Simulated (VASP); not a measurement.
# Ga2P (I4/mmm) in VASP: further runs

Ga2P is run at these levels: PBE; tasks: single point, relaxation of cell and atoms.

All numbers are computed with VASP 6.6.1; they aren't measurements. Logs are shortened: lines on timing, memory, paths and dates and some standing lists are left out, and cuts for length are marked.

## 1. The cell of the first run

It takes space group I4/mmm (No. 139, tetragonal). Conventional cell: a = 3.173 Å, b = 3.173 Å, c = 10.703 Å, α = 90.00°, β = 90.00°, γ = 90.00°. Ga (site symmetry 4mm) has 4 P at 2.77 Å and 9 Ga at 3.08 to 3.24 Å within 3.6 Å. P (site symmetry 4/mmm) has 8 Ga at 2.77 Å and 4 P at 3.17 Å within 3.6 Å.

## 2. Single point, PBE

INCAR

```
PREC = Accurate
ENCUT = 520
EDIFF = 1E-6
ISMEAR = 0
SIGMA = 0.1
LREAL = F
LASPH = T
NELM = 80
ALGO = Normal
ISIF = 2
LWAVE = F
LCHARG = T
GGA = PE
LELF = T
LVHAR = T
NBANDS = 22
```

KPOINTS

```
regular mesh
0
Gamma
  8 8 8
```

POSCAR

```
Ga2P
1.0
   -1.5867257787      1.5867257787      5.3513993200
    1.5867257787     -1.5867257787      5.3513993200
    1.5867257787      1.5867257787     -5.3513993200
Ga P
2 1
Direct
    0.3485309506      0.3485309506      0.0000000000
    0.6514690494      0.6514690494      0.0000000000
    0.0000000000      0.0000000000      0.0000000000
```

Potentials or basis: VASP PAW PBE potentials, release 64 (Ga_d, P).

The run is started by

```sh
cat potpaw_PBE.64/Ga_d/POTCAR potpaw_PBE.64/P/POTCAR > POTCAR
mpirun -np 1 vasp_std > vasp.out
```

OUTCAR:

```text
PREC = Accurate
   ENCUT = 520
   EDIFF = 1E-6
   ISMEAR = 0
   LREAL = F
   LASPH = T
   NELM = 80
   ISIF = 2
   GGA = PE

 ion  position               nearest neighbor table
   1  0.349  0.349  0.000-   3 2.77   3 2.77   3 2.77   3 2.77
   2  0.651  0.651  0.000-   3 2.77   3 2.77   3 2.77   3 2.77
   3  0.000  0.000  0.000-   2 2.77   2 2.77   1 2.77   2 2.77   1 2.77   1 2.77   2 2.77   1 2.77

  LATTYP: Found a body centered tetragonal cell.
 ALAT       =     3.1734515574
 C/A-ratio  =     3.3726050158

  Lattice vectors:

 A1 = (  -1.5867257787,   1.5867257787,   5.3513993200)
 A2 = (   1.5867257787,  -1.5867257787,   5.3513993200)
 A3 = (   1.5867257787,   1.5867257787,  -5.3513993200)

Analysis of symmetry for initial positions (statically):
=====================================================================
 Subroutine PRICEL returns:
 Original cell was already a primitive cell.

 Routine SETGRP: Setting up the symmetry group for a
 body centered tetragonal supercell.

 Subroutine GETGRP returns: Found 16 space group operations
 (whereof 16 operations were pure point group operations)
 out of a pool of 16 trial point group operations.

The static configuration has the point symmetry D_4h.

Analysis of symmetry for dynamics (positions and initial velocities):
=====================================================================
 Subroutine PRICEL returns:
 Original cell was already a primitive cell.

 Routine SETGRP: Setting up the symmetry group for a
 body centered tetragonal supercell.

 Subroutine GETGRP returns: Found 16 space group operations
 (whereof 16 operations were pure point group operations)
 out of a pool of 16 trial point group operations.

The dynamic configuration has the point symmetry D_4h.

 Subroutine INISYM returns: Found 16 space group operations
 (whereof 16 operations are pure point group operations),
 and found     1 'primitive' translations

----------------------------------------------------------------------------------------

                                     Primitive cell

  volume of cell :      53.8928

  direct lattice vectors                    reciprocal lattice vectors
    -1.586725779  1.586725779  5.351399320     0.000000000  0.315114311  0.093433506
     1.586725779 -1.586725779  5.351399320     0.315114311  0.000000000  0.093433506
     1.586725779  1.586725779 -5.351399320     0.315114311  0.315114311  0.000000000

  length of vectors
     5.802833108  5.802833108  5.802833108     0.328674381  0.328674381  0.445638932

  position of ions in fractional coordinates (direct lattice)
     0.348530951  0.348530951  0.000000000
     0.651469049  0.651469049  0.000000000
     0.000000000  0.000000000  0.000000000

  ion indices of the primitive-cell ions
   primitive index   ion index
                 1           1
                 2           2
                 3           3

----------------------------------------------------------------------------------------

 KPOINTS: regular mesh

Automatic generation of k-mesh.
 Grid dimensions read from file:
 generate k-points for:    8    8    8

 Generating k-lattice:

  Cartesian coordinates                     Fractional coordinates (reciprocal lattice)
     0.000000000  0.039389289  0.011679188     0.125000000  0.000000000  0.000000000
     0.039389289  0.000000000  0.011679188     0.000000000  0.125000000  0.000000000
     0.039389289  0.039389289  0.000000000     0.000000000  0.000000000  0.125000000

  Length of vectors
     0.041084298  0.041084298  0.055704866

  Shift w.r.t. Gamma in fractional coordinates (k-lattice)
     0.000000000  0.000000000  0.000000000

 Subroutine IBZKPT returns following result:
 ===========================================

 Found     59 irreducible k-points:

 Following reciprocal coordinates:
            Coordinates               Weight
  0.000000  0.000000  0.000000      1.000000
  0.125000 -0.000000  0.000000      8.000000
  0.250000 -0.000000  0.000000      8.000000
  0.375000  0.000000  0.000000      8.000000
  0.500000 -0.000000  0.000000      4.000000
  0.125000  0.125000  0.000000      8.000000
[... 16 lines left out ...]
  0.250000  0.125000  0.125000     16.000000
  0.375000  0.125000  0.125000      8.000000
 [... further k-points ...]
   k-points           NKPTS =     59   k-points in BZ     NKDIM =     59   number of bands    NBANDS=     22
   number of dos      NEDOS =    301   number of ions     NIONS =      3
   total plane-waves  NPLWV = 110592
   dimension x,y,z NGX =    48 NGY =   48 NGZ =   48
   dimension x,y,z NGXF=    96 NGYF=   96 NGZF=   96
   ions per type =               2   1
   NGX,Y,Z   is equivalent  to a cutoff of  13.75, 13.75, 13.75 a.u.
   NGXF,Y,Z  is equivalent  to a cutoff of  27.50, 27.50, 27.50 a.u.
 SYSTEM =  unknown system
   PREC   = accura    normal or accurate (medium, high low for compatibility)
   ISTART =      0    job   : 0-new  1-cont  2-samecut
   ICHARG =      2    charge: 1-file 2-atom 10-const
   ISPIN  =      1    spin polarized calculation?
   LNONCOLLINEAR =      F non collinear calculations
   LSORBIT =      F    spin-orbit coupling
   LASPH  =      T    aspherical Exc in radial PAW
   ENCUT  =  520.0 eV  38.22 Ry    6.18 a.u.  10.79 10.79 10.79*2*pi/ulx,y,z
   NELM   =     80;   NELMIN=  2; NELMDL= -5     # of ELM steps
   EDIFF  = 0.1E-05   stopping-criterion for ELM
   LREAL  =      F    real-space projection
   EDIFFG = 0.1E-04   stopping-criterion for IOM
   NSW    =      0    number of steps for IOM
   IBRION =     -1    ionic relax: 0-MD 1-quasi-New 2-CG
   NFREE  =      0    steps in history (QN), initial steepest desc. (CG)
   ISIF   =      2    stress and relaxation
   ISYM   =      2    0-nonsym 1-usesym 2-fastsym
   POTIM  = 0.5000    time-step for ionic-motion
   TEBEG  =    0.0;   TEEND  =   0.0 temperature during run
   PSTRESS=    0.0 pullay stress
   NELECT =      31.0000    total number of electrons
   NUPDOWN=      -1.0000    fix difference up-down
   EMIN   =  10.00;   EMAX   =-10.00  energy-range for DOS
   EFERMI =   0.00;   METHOD = LEGACY
   ISMEAR =     0;   SIGMA  =   0.10  broadening in eV -4-tet -1-fermi 0-gaus
   EFERMI_NEDOS =   21; number of points for ismear=-14 and -15
   IALGO  =     38    algorithm
   IMIX   =      4    mixing-type and parameters
     AMIX     =   0.40;   BMIX     =  1.00
     AMIX_MAG =   1.60;   BMIX_MAG =  1.00
  volume/ion in A,a.u.               =      17.96       121.23
  Fermi-wavevector in a.u.,A,eV,Ry     =   1.361502  2.572866 25.220961  1.853688
  Thomas-Fermi vector in A             =   2.488073
   LORBIT       =      0    0 simple, 1 ext, 2 COOP (PROOUT), +10 PAW based schemes
   GGA     = PE    functional components
   LHFCALC =     F    Hartree Fock is set to
   AEXX    =    0.0000 exact exchange contribution
   IVDW    =     0    specifies the selected vdW correction
   LEPSILON=     F    determine dielectric tensor
   LRPA    =     F    only Hartree local field effects (RPA)
 non-spin polarized calculation
 Gauss-broadening in eV      SIGMA  =   0.10
  energy-cutoff  :      520.00
  volume of cell :       53.89
 maximum number of plane-waves:      1472
 NGX is ok and might be reduce to    48
   NGX = 21   NGY = 21   NGZ = 21

 number of electron      31.0000001 magnetization

 Free energy of the ion-electron system (eV)
  ---------------------------------------------------
  ext. energy  EPLUGINS =         0.00000000
  ---------------------------------------------------
  free energy    TOTEN  =       -10.65757084 eV

  energy without entropy =      -10.65054399  energy(sigma->0) =      -10.65405742

 E-fermi :   6.2500     XC(G=0): -10.9860

 val. band max:        6.2473934656   @ k =  -0.3750   0.1250   0.0000
 cond. band min:       6.2754311952   @ k =  -0.2500   0.2500   0.1250
 fundamental gap:      0.0280377295
 Fermi energy:         6.2499794465

 k-point     1 :       0.0000    0.0000    0.0000
  band No.  band energies     occupation
      1      -8.6226      2.00000
      2      -8.5621      2.00000
      3      -8.5457      2.00000
      4      -8.5032      2.00000
      5      -8.4957      2.00000
      6      -8.4957      2.00000
[... 14 lines left out ...]
     21      14.6869      0.00000
     22      15.7764      0.00000

 k-point     2 :       0.1250   -0.0000    0.0000
  band No.  band energies     occupation
      1      -8.6089      2.00000
      2      -8.5533      2.00000
      3      -8.5368      2.00000
      4      -8.5034      2.00000
      5      -8.4964      2.00000
      6      -8.4945      2.00000
[... 14 lines left out ...]
     21      15.1634      0.00000
     22      15.4992      0.00000

 k-point     3 :       0.2500   -0.0000    0.0000
  band No.  band energies     occupation
      1      -8.5860      2.00000
      2      -8.5548      2.00000
      3      -8.5258      2.00000
      4      -8.5136      2.00000
      5      -8.5032      2.00000
      6      -8.4966      2.00000
[... 14 lines left out ...]
     21      14.4899      0.00000
     22      14.7782      0.00000

 k-point     4 :       0.3750    0.0000    0.0000
  band No.  band energies     occupation
      1      -8.6021      2.00000
      2      -8.5636      2.00000
      3      -8.5275      2.00000
      4      -8.5206      2.00000
      5      -8.5176      2.00000
      6      -8.5108      2.00000
[... 14 lines left out ...]
     21      13.5853      0.00000
     22      13.7446      0.00000

 k-point     5 :       0.5000   -0.0000    0.0000
  band No.  band energies     occupation
      1      -8.6208      2.00000
      2      -8.5585      2.00000
      3      -8.5275      2.00000
      4      -8.5268      2.00000
      5      -8.5219      2.00000
      6      -8.5191      2.00000
[... 417 lines left out ...]
 k-point    22 :       0.1250    0.1250    0.1250
  band No.  band energies     occupation
      1      -8.5919      2.00000
      2      -8.5510      2.00000
      3      -8.5282      2.00000
      4      -8.5039      2.00000
      5      -8.5029      2.00000
      6      -8.4872      2.00000
[... 14 lines left out ...]
     21      13.8213      0.00000
     22      14.4758      0.00000

 k-point    23 :       0.2500    0.1250    0.1250
  band No.  band energies     occupation
      1      -8.6154      2.00000
      2      -8.5684      2.00000
      3      -8.5460      2.00000
      4      -8.5288      2.00000
      5      -8.4854      2.00000
      6      -8.4658      2.00000
[... 14 lines left out ...]
     21      13.0126      0.00000
     22      13.7778      0.00000

 k-point    24 :       0.3750    0.1250    0.1250
  band No.  band energies     occupation
      1      -8.6227      2.00000
      2      -8.5786      2.00000
      3      -8.5514      2.00000
      4      -8.5437      2.00000
      5      -8.4835      2.00000
      6      -8.4604      2.00000
[... 14 lines left out ...]
     21      12.8486      0.00000
     22      13.7121      0.00000

 [... further k-points ...]

------------------------ aborting loop because EDIFF is reached ----------------------------------------

  FORCE on cell =-STRESS in cart. coord.  units (eV):
  Direction    XX          YY          ZZ          XY          YZ          ZX
  --------------------------------------------------------------------------------------
  -------------------------------------------------------------------------------------
  Total        0.0312430      0.0312430      0.0331254      0.0000000      0.0000000      0.0000000
  in kB        0.9288219      0.9288219      0.9847844      0.0000000      0.0000000      0.0000000
  external PRESSURE =       0.9474760 kB  Pullay stress =       0.0000000 kB

 VOLUME and BASIS-vectors are now :
 -----------------------------------------------------------------------------
  energy-cutoff  :      520.00
  volume of cell :       53.89
      direct lattice vectors                 reciprocal lattice vectors
    -1.586725779  1.586725779  5.351399320     0.000000000  0.315114311  0.093433506
     1.586725779 -1.586725779  5.351399320     0.315114311  0.000000000  0.093433506
     1.586725779  1.586725779 -5.351399320     0.315114311  0.315114311  0.000000000

 POSITION                                       TOTAL-FORCE (eV/Angst)
 -----------------------------------------------------------------------------------
      0.00000      0.00000      3.73026         0.000000      0.000000      0.015354
      0.00000      0.00000      6.97254         0.000000      0.000000     -0.015354
      0.00000      0.00000      0.00000        -0.000000     -0.000000     -0.000000
 -----------------------------------------------------------------------------------
    total drift:                               -0.000000     -0.000000      0.000000

  FREE ENERGIE OF THE ION-ELECTRON SYSTEM (eV)
  ---------------------------------------------------
  free  energy   TOTEN  =       -10.6575708440 eV

  energy  without entropy=      -10.6505439877  energy(sigma->0) =      -10.65405742
```

Wall time 97 s (1 thread of Intel Xeon 6975P-C (Granite Rapids), shared host); peak memory 0.33 GiB.

What came out:

| Item | Value |
| --- | --- |
| Free energy | -10.6576 eV |
| Pressure | 0.1 GPa |
| Largest force | 0.015 eV/Å |

Forces in eV/Å, atoms in the order of the input:
```
Ga   0.000  0.000  0.015
Ga   0.000  0.000 -0.015
P    0.000  0.000  0.000
```

## 3. Relaxation of cell and atoms, PBE

This run uses another cell than the first one, of 19.12 Å³/atom, 1.064 times its volume.

INCAR

```
ALGO     = Normal         # electronic algorithm
EDIFF    = 1E-6           # SCF threshold, eV
EDIFFG   = -0.04          # ionic threshold
ENCUT    = 600            # plane-wave cutoff, eV
GGA      = PE             # functional
IBRION   = 2              # ionic algorithm
ISIF     = 3              # what is computed and relaxed
ISMEAR   = 0              # smearing method
LASPH    = T              # aspherical terms in the spheres
LCHARG   = F              # write CHGCAR
LREAL    = F              # projectors in reciprocal space
LWAVE    = F              # write WAVECAR
NELM     = 60             # most SCF steps
NSW      = 90             # ionic steps
PREC     = Accurate       # precision mode
SIGMA    = 0.1            # smearing width, eV
```

KPOINTS

```
k-points
0
Gamma
  8 8 8
```

POSCAR

```
Ga2P
1.0
   -1.6395556318      1.6395556318      5.3346577093
    1.6395556318     -1.6395556318      5.3346577093
    1.6395556318      1.6395556318     -5.3346577093
Ga P
2 1
Direct
    0.3400000000      0.3400000000      0.0000000000
    0.6600000000      0.6600000000      0.0000000000
    0.0000000000      0.0000000000      0.0000000000
```

Potentials or basis: VASP PAW PBE potentials, release 64 (Ga_d, P).

The run is started by

```sh
cat potpaw_PBE.64/Ga_d/POTCAR potpaw_PBE.64/P/POTCAR > POTCAR
mpirun -np 1 vasp_std > vasp.out
```

Run time: 7.8 min. Hardware: 1 thread of Intel Xeon 6975P-C (Granite Rapids), shared host; peak memory 0.41 GiB.

The run converged. Its results:

- Free energy: -10.6580 eV
- Relaxed volume: 17.97 Å³/atom
- Relaxed cell: a = 5.802 Å, b = 5.802 Å, c = 5.802 Å, α = 148.24°, β = 148.24°, γ = 45.52°
- Space group after relaxing (to 0.05 Å): I4/mmm (No. 139)
- Energy gained by relaxing: 35.9 meV/atom
- Ionic steps: 8
- Pressure after relaxing: -0.1 GPa
- Largest force after relaxing: 0.038 eV/Å

Forces in eV/Å, atoms in the order of the input:
```
Ga   0.000  0.000  0.038
Ga   0.000  0.000 -0.038
P    0.000  0.000  0.000
```

Stress tensor (GPa, compression positive):
```
-0.14  0.00  0.00
 0.00 -0.14  0.00
 0.00  0.00 -0.02
```

Step by step:
```tsv
step	energy change (eV)	largest force (eV/Å)	pressure (GPa)	volume (Å³)
1	0.0000	0.4557	-3.93	57.36
2	-0.0855	0.2929	-0.45	53.55
3	-0.0898	0.2381	0.76	52.61
4	-0.0981	0.1758	0.46	52.96
5	-0.1028	0.0984	0.15	53.45
6	-0.1030	0.0872	0.06	53.53
7	-0.1061	0.0634	-0.02	53.72
8	-0.1077	0.0377	-0.10	53.92
```

Final structure:
```
Ga P
1.0
    -1.58730    1.58730    5.34998
     1.58730   -1.58730    5.34998
     1.58730    1.58730   -5.34998
Ga P
2 1
Direct
  0.34803 0.34803 0.00000
  0.65197 0.65197 0.00000
  0.00000 0.00000 0.00000
```

Levels at points of the mesh, in eV from the Fermi level:
```
           k point  band 11  band 12  band 13  band 14  band 15  band 16  band 17  band 18  band 19
(0.00, 0.00, 0.00)   -13.09    -6.86    -6.83     0.28     0.28     2.35     3.49     4.52     4.52
(0.50, 0.00, 0.00)   -10.39    -7.95    -5.18    -4.77    -0.84     0.34     1.77     5.45     6.02
(0.50, 0.50, 0.00)    -8.46    -4.92    -4.43    -3.91    -2.46    -1.63    -0.63     1.21     1.30
(0.50, 0.50, 0.50)   -12.75    -9.57    -1.39    -1.20     0.03     0.03     4.13     5.04     6.89
```
